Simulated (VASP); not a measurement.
# TiN (Fm-3m) in VASP: a series of runs, part 2 of 2

VASP 6.6.1.

## 3. Single point, LDA

Input file INCAR:

```
ALGO = Normal
EDIFF = 1E-6
ENCUT = 600
GGA = CA
GGA_COMPAT = F
ISIF = 2
ISMEAR = -1
LASPH = T
LCHARG = T
LELF = T
LREAL = F
LVHAR = T
LWAVE = F
NBANDS = 16
NELM = 120
PREC = Accurate
SIGMA = 0.1
```

Input file KPOINTS:

```
k-points
0
Gamma
  11 11 11
```

Input file POSCAR:

```
TiN
1.0
    0.0000000000      2.1190000000      2.1190000000
    2.1190000000      0.0000000000      2.1190000000
    2.1190000000      2.1190000000      0.0000000000
Ti N
1 1
Direct
    0.0000000000      0.0000000000      0.0000000000
    0.5000000000      0.5000000000      0.5000000000
```

Potentials or basis: VASP PAW LDA potentials, release 64 (Ti_sv, N).

Run with:

```console
$ cat potpaw_LDA.64/Ti_sv/POTCAR potpaw_LDA.64/N/POTCAR > POTCAR
$ mpirun -np 1 vasp_std > vasp.out
```

OUTCAR:

```text
EDIFF = 1E-6
   ENCUT = 600
   GGA = CA
   ISIF = 2
   ISMEAR = -1
   LASPH = T
   LREAL = F
   NELM = 120
   PREC = Accurate

 ion  position               nearest neighbor table
   1  0.000  0.000  0.000-   2 2.12   2 2.12   2 2.12   2 2.12   2 2.12   2 2.12
   2  0.500  0.500  0.500-   1 2.12   1 2.12   1 2.12   1 2.12   1 2.12   1 2.12

  LATTYP: Found a face centered cubic cell.
 ALAT       =     4.2380000000

  Lattice vectors:

 A1 = (   0.0000000000,   2.1190000000,   2.1190000000)
 A2 = (   2.1190000000,   0.0000000000,   2.1190000000)
 A3 = (   2.1190000000,   2.1190000000,   0.0000000000)

Analysis of symmetry for initial positions (statically):
=====================================================================
 Subroutine PRICEL returns:
 Original cell was already a primitive cell.

 Routine SETGRP: Setting up the symmetry group for a
 face centered cubic supercell.

 Subroutine GETGRP returns: Found 48 space group operations
 (whereof 48 operations were pure point group operations)
 out of a pool of 48 trial point group operations.

The static configuration has the point symmetry O_h .

Analysis of symmetry for dynamics (positions and initial velocities):
=====================================================================
 Subroutine PRICEL returns:
 Original cell was already a primitive cell.

 Routine SETGRP: Setting up the symmetry group for a
 face centered cubic supercell.

 Subroutine GETGRP returns: Found 48 space group operations
 (whereof 48 operations were pure point group operations)
 out of a pool of 48 trial point group operations.

The dynamic configuration has the point symmetry O_h .

 Subroutine INISYM returns: Found 48 space group operations
 (whereof 48 operations are pure point group operations),
 and found     1 'primitive' translations

----------------------------------------------------------------------------------------

                                     Primitive cell

  volume of cell :      19.0293

  direct lattice vectors                    reciprocal lattice vectors
     0.000000000  2.119000000  2.119000000    -0.235960359  0.235960359  0.235960359
     2.119000000  0.000000000  2.119000000     0.235960359 -0.235960359  0.235960359
     2.119000000  2.119000000  0.000000000     0.235960359  0.235960359 -0.235960359

  length of vectors
     2.996718539  2.996718539  2.996718539     0.408695330  0.408695330  0.408695330

  position of ions in fractional coordinates (direct lattice)
     0.000000000  0.000000000  0.000000000
     0.500000000  0.500000000  0.500000000

  ion indices of the primitive-cell ions
   primitive index   ion index
                 1           1
                 2           2

----------------------------------------------------------------------------------------

 KPOINTS: k-points

Automatic generation of k-mesh.
 Grid dimensions read from file:
 generate k-points for:   11   11   11

 Generating k-lattice:

  Cartesian coordinates                     Fractional coordinates (reciprocal lattice)
    -0.021450942  0.021450942  0.021450942     0.090909091  0.000000000  0.000000000
     0.021450942 -0.021450942  0.021450942     0.000000000  0.090909091  0.000000000
     0.021450942  0.021450942 -0.021450942     0.000000000  0.000000000  0.090909091

  Length of vectors
     0.037154121  0.037154121  0.037154121

  Shift w.r.t. Gamma in fractional coordinates (k-lattice)
     0.000000000  0.000000000  0.000000000

 Subroutine IBZKPT returns following result:
 ===========================================

 Found     56 irreducible k-points:

 Following reciprocal coordinates:
            Coordinates               Weight
  0.000000  0.000000  0.000000      1.000000
  0.090909  0.000000  0.000000      8.000000
  0.181818  0.000000  0.000000      8.000000
  0.272727  0.000000  0.000000      8.000000
  0.363636  0.000000  0.000000      8.000000
  0.454545  0.000000  0.000000      8.000000
[... 16 lines left out ...]
 -0.272727  0.181818  0.000000     24.000000
 -0.181818  0.181818  0.000000     12.000000
 [... further k-points ...]
   k-points           NKPTS =     56   k-points in BZ     NKDIM =     56   number of bands    NBANDS=     16
   number of dos      NEDOS =    301   number of ions     NIONS =      2
   total plane-waves  NPLWV =  13824
   dimension x,y,z NGX =    24 NGY =   24 NGZ =   24
   dimension x,y,z NGXF=    48 NGYF=   48 NGZF=   48
   ions per type =               1   1
   NGX,Y,Z   is equivalent  to a cutoff of  13.31, 13.31, 13.31 a.u.
   NGXF,Y,Z  is equivalent  to a cutoff of  26.63, 26.63, 26.63 a.u.
 SYSTEM =  unknown system
   PREC   = accura    normal or accurate (medium, high low for compatibility)
   ISTART =      0    job   : 0-new  1-cont  2-samecut
   ICHARG =      2    charge: 1-file 2-atom 10-const
   ISPIN  =      1    spin polarized calculation?
   LNONCOLLINEAR =      F non collinear calculations
   LSORBIT =      F    spin-orbit coupling
   LASPH  =      T    aspherical Exc in radial PAW
   ENCUT  =  600.0 eV  44.10 Ry    6.64 a.u.   5.99  5.99  5.99*2*pi/ulx,y,z
   NELM   =    120;   NELMIN=  2; NELMDL= -5     # of ELM steps
   EDIFF  = 0.1E-05   stopping-criterion for ELM
   LREAL  =      F    real-space projection
   EDIFFG = 0.1E-04   stopping-criterion for IOM
   NSW    =      0    number of steps for IOM
   IBRION =     -1    ionic relax: 0-MD 1-quasi-New 2-CG
   NFREE  =      0    steps in history (QN), initial steepest desc. (CG)
   ISIF   =      2    stress and relaxation
   ISYM   =      2    0-nonsym 1-usesym 2-fastsym
   POTIM  = 0.5000    time-step for ionic-motion
   TEBEG  =    0.0;   TEEND  =   0.0 temperature during run
   PSTRESS=    0.0 pullay stress
   NELECT =      17.0000    total number of electrons
   NUPDOWN=      -1.0000    fix difference up-down
   EMIN   =  10.00;   EMAX   =-10.00  energy-range for DOS
   EFERMI =   0.00;   METHOD = LEGACY
   ISMEAR =    -1;   SIGMA  =   0.10  broadening in eV -4-tet -1-fermi 0-gaus
   EFERMI_NEDOS =   21; number of points for ismear=-14 and -15
   IALGO  =     38    algorithm
   IMIX   =      4    mixing-type and parameters
     AMIX     =   0.40;   BMIX     =  1.00
     AMIX_MAG =   1.60;   BMIX_MAG =  1.00
  volume/ion in A,a.u.               =       9.51        64.21
  Fermi-wavevector in a.u.,A,eV,Ry     =   1.576704  2.979539 33.824024  2.485996
  Thomas-Fermi vector in A             =   2.677497
   LORBIT       =      0    0 simple, 1 ext, 2 COOP (PROOUT), +10 PAW based schemes
   GGA     = CA    functional components
   LHFCALC =     F    Hartree Fock is set to
   AEXX    =    0.0000 exact exchange contribution
   IVDW    =     0    specifies the selected vdW correction
   LEPSILON=     F    determine dielectric tensor
   LRPA    =     F    only Hartree local field effects (RPA)
 non-spin polarized calculation
  energy-cutoff  :      600.00
  volume of cell :       19.03
 maximum number of plane-waves:       648
   NGX = 11   NGY = 11   NGZ = 11

 number of electron      17.0000002 magnetization

 Free energy of the ion-electron system (eV)
  ---------------------------------------------------
  ext. energy  EPLUGINS =         0.00000000
  ---------------------------------------------------
  free energy    TOTEN  =       -21.64890769 eV

  energy without entropy =      -21.61660256  energy(sigma->0) =      -21.63275513

 E-fermi :  11.2008     XC(G=0): -13.3862

 val. band max:       11.2005860082   @ k =  -0.1818   0.0909   0.0000
 cond. band min:      11.2124780324   @ k =   0.4545   0.1818   0.0000
 fundamental gap:      0.0118920242
 Fermi energy:        11.2007693979

 k-point     1 :       0.0000    0.0000    0.0000
  band No.  band energies     occupation
      1     -45.9244      2.00000
      2     -22.2803      2.00000
      3     -22.2803      2.00000
      4     -22.2803      2.00000
      5      -5.6360      2.00000
      6       9.2106      2.00000
[... 8 lines left out ...]
     15      24.3985      0.00000
     16      31.0312      0.00000

 k-point     2 :       0.0909    0.0000    0.0000
  band No.  band energies     occupation
      1     -45.9162      2.00000
      2     -22.3366      2.00000
      3     -22.2850      2.00000
      4     -22.2850      2.00000
      5      -5.4722      2.00000
      6       8.3644      2.00000
[... 8 lines left out ...]
     15      24.5118      0.00000
     16      30.7985      0.00000
[... 387 lines left out ...]
      5      -3.7561      2.00000
      6       4.3910      2.00000
[... 8 lines left out ...]
     15      23.5712      0.00000
     16      25.8111      0.00000

 k-point    24 :      -0.1818    0.1818    0.0000
  band No.  band energies     occupation
      1     -45.8552      2.00000
      2     -22.6521      2.00000
      3     -22.4180      2.00000
      4     -22.3031      2.00000
      5      -4.2474      2.00000
      6       5.1739      2.00000
[... 8 lines left out ...]
     15      23.9310      0.00000
     16      26.6706      0.00000

 [... further k-points ...]
[... 5 lines left out ...]
  --------------------------------------------------------------------------------------
  -------------------------------------------------------------------------------------
  Total       -1.4989622     -1.4989622     -1.4989622      0.0000000      0.0000000      0.0000000
  in kB     -126.2055325   -126.2055325   -126.2055325      0.0000000      0.0000000      0.0000000
  external PRESSURE =    -126.2055325 kB  Pullay stress =       0.0000000 kB

 VOLUME and BASIS-vectors are now :
 -----------------------------------------------------------------------------
  energy-cutoff  :      600.00
  volume of cell :       19.03
      direct lattice vectors                 reciprocal lattice vectors
     0.000000000  2.119000000  2.119000000    -0.235960359  0.235960359  0.235960359
     2.119000000  0.000000000  2.119000000     0.235960359 -0.235960359  0.235960359
     2.119000000  2.119000000  0.000000000     0.235960359  0.235960359 -0.235960359

 POSITION                                       TOTAL-FORCE (eV/Angst)
 -----------------------------------------------------------------------------------
      0.00000      0.00000      0.00000         0.000000      0.000000      0.000000
      2.11900      2.11900      2.11900         0.000000      0.000000     -0.000000
 -----------------------------------------------------------------------------------
    total drift:                                0.000000     -0.000000     -0.000000

  FREE ENERGIE OF THE ION-ELECTRON SYSTEM (eV)
  ---------------------------------------------------
  free  energy   TOTEN  =       -21.6489076876 eV

  energy  without entropy=      -21.6166025630  energy(sigma->0) =      -21.63275513
```

OSZICAR:

```text
N       E                     dE             d eps       ncg     rms          rms(c)
DAV:   1     0.139963727923E+03    0.13996E+03   -0.91023E+03  1792   0.140E+03
DAV:   2    -0.186195360127E+02   -0.15858E+03   -0.14833E+03  2040   0.357E+02
DAV:   3    -0.265836456177E+02   -0.79641E+01   -0.78804E+01  2200   0.823E+01
DAV:   4    -0.267526226609E+02   -0.16898E+00   -0.16879E+00  2216   0.114E+01
DAV:   5    -0.267567197203E+02   -0.40971E-02   -0.40970E-02  2080   0.153E+00    0.179E+01
DAV:   6    -0.221490965258E+02    0.46076E+01   -0.13195E+01  2328   0.534E+01    0.708E+00
DAV:   7    -0.217126071271E+02    0.43649E+00   -0.17420E+00  2208   0.168E+01    0.483E+00
DAV:   8    -0.219435813348E+02   -0.23097E+00   -0.11348E+00  2400   0.154E+01    0.602E+00
DAV:   9    -0.216584593198E+02    0.28512E+00   -0.38431E-01  2032   0.955E+00    0.137E+00
DAV:  10    -0.216519995456E+02    0.64598E-02   -0.35482E-02  2088   0.209E+00    0.389E-01
DAV:  11    -0.216490616400E+02    0.29379E-02   -0.48934E-03  2192   0.707E-01    0.181E-01
DAV:  12    -0.216490055659E+02    0.56074E-04   -0.39542E-04  2056   0.181E-01    0.106E-01
DAV:  13    -0.216489142638E+02    0.91302E-04   -0.28764E-04  2056   0.268E-01    0.173E-02
DAV:  14    -0.216489084771E+02    0.57867E-05   -0.13690E-05  1984   0.429E-02    0.873E-03
DAV:  15    -0.216489076876E+02    0.78946E-06   -0.22720E-06  2136   0.152E-02
   1 F= -.21648908E+02 E0= -.21632755E+02  d E =-.323051E-01
```

stdout:

```text
POSCAR found type information on POSCAR TiN
 POSCAR found :  2 types and       2 ions
 scaLAPACK will be used
 LDA part: xc-table for (Slater(with rela. corr.)+CA(PZ))
 , standard interpolation
 POSCAR, INCAR and KPOINTS ok, starting setup
 FFT: planning ... GRIDC
 FFT: planning ... GRID_SOFT
 FFT: planning ... GRID
 WAVECAR not read
 entering main loop
```

It took 13 s on 1 thread of Intel Xeon Platinum 8488C (Sapphire Rapids), shared host; peak memory 0.14 GiB.

What came out:

| Property | Result |
| --- | --- |
| Free energy | -21.6489 eV |
| Pressure | -12.6 GPa |
| Band gap on the k mesh | zero (an odd number of electrons rules out a gap without spin polarisation) |

Caveat: the cell stands under tension.
